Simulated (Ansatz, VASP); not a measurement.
# CuO in VASP and in Ansatz

Contents of INCAR:

```
PREC     = Accurate       # precision mode
ENCUT    = 700            # plane-wave cutoff, eV
EDIFF    = 1E-6           # SCF threshold, eV
ISMEAR   = -1             # smearing method
SIGMA    = 0.05           # smearing width, eV
LREAL    = False          # projectors in reciprocal space
LASPH    = True           # aspherical terms in the spheres
NELM     = 120            # most SCF steps
ALGO     = Normal         # electronic algorithm
ISIF     = 2              # what is computed and relaxed
LWAVE    = False          # write WAVECAR
LCHARG   = True           # write CHGCAR
GGA      = PS             # functional
LELF     = True           # ELF
LVHAR    = True         
NBANDS   = 33             # bands
GGA_COMPAT= False
```

File KPOINTS:

```
regular mesh
0
Gamma
  8 8 6
```

The input POSCAR:

```
CuO
1.0
    2.8795009639      0.0000000000      0.0000000000
    0.0390727580      2.8792794796      0.0000000000
    0.0174953863      0.0172449008      5.1763391994
Cu O
2 2
Direct
    0.0000000000      0.5000000000      0.0000000000
    0.5000000000      0.0000000000      0.5000000000
    0.9984239700      0.0016717800      0.7498871000
    0.0015760300      0.9983282200      0.2501129000
```

File input.yaml:

```yaml
crystal:
  lattice:
    - [2.8795009639, 0.0, 0.0]
    - [0.039072758, 2.8792794796, 0.0]
    - [0.0174953863, 0.0172449008, 5.1763391994]
  atoms:
    - { symbol: Cu, position: [0.0, 0.5, 0.0] }
    - { symbol: Cu, position: [0.5, 0.0, 0.5] }
    - { symbol: O, position: [0.99842397, 0.00167178, 0.7498871] }
    - { symbol: O, position: [0.00157603, 0.99832822, 0.2501129] }
hamiltonian:
  xc: pbesol
  pseudopotentials: { kind: paw }
kpoints:
  mp_grid: { grid: [8, 8, 6] }
scf:
  occupations: { method: fermi_dirac, width: 0.05 }
  n_extra_bands: 10
output:
  forces: true
  stress: true
  eigenvalues: true
  dos: { projected: false, de: 0.05, nscf_kmesh: { grid: [12, 12, 9] } }
  write_density: true
  write_potential: true
  elf: true
  volumetric_format: npy
```

Alike in both runs: functional PBEsol; k mesh 8 × 8 × 6; occupations fermi-dirac, width 0.05 eV; no spin polarisation.

|  | VASP | Ansatz |
| --- | --- | --- |
| version | VASP 6.6.1 | Ansatz 0.2.0 |
| potentials or method | VASP PAW PBE potentials, release 64 (Cu_sv_GW, O) | Ansatz PAW |
| plane-wave cutoff (eV) | 700 | 420 |
| valence electrons in the cell | 50 | 50 |
| task | single point | density of states |

Ansatz gave:

```
gap on the k mesh at the Fermi level (eV)                     : none
pressure (GPa)                                                : -2.1
traceless stress, the component that is largest in VASP (GPa) : -2.40
rms of the force components (eV/Å)                            : 0.005
```

What did VASP give for the same quantities?

gap on the k mesh at the Fermi level (eV): none; pressure (GPa): -4.4; traceless stress, the component that is largest in VASP (GPa): -2.36; rms of the force components (eV/Å): 0.005.

VASP's potentials were made for PBE, not for PBEsol. Atom by atom the forces differ by 0.000 eV/Å (rms over components). A gap of «none» marks a metal or a gap that the smearing closes. With one functional, cell and mesh, what is left measures potentials, basis and numerics.
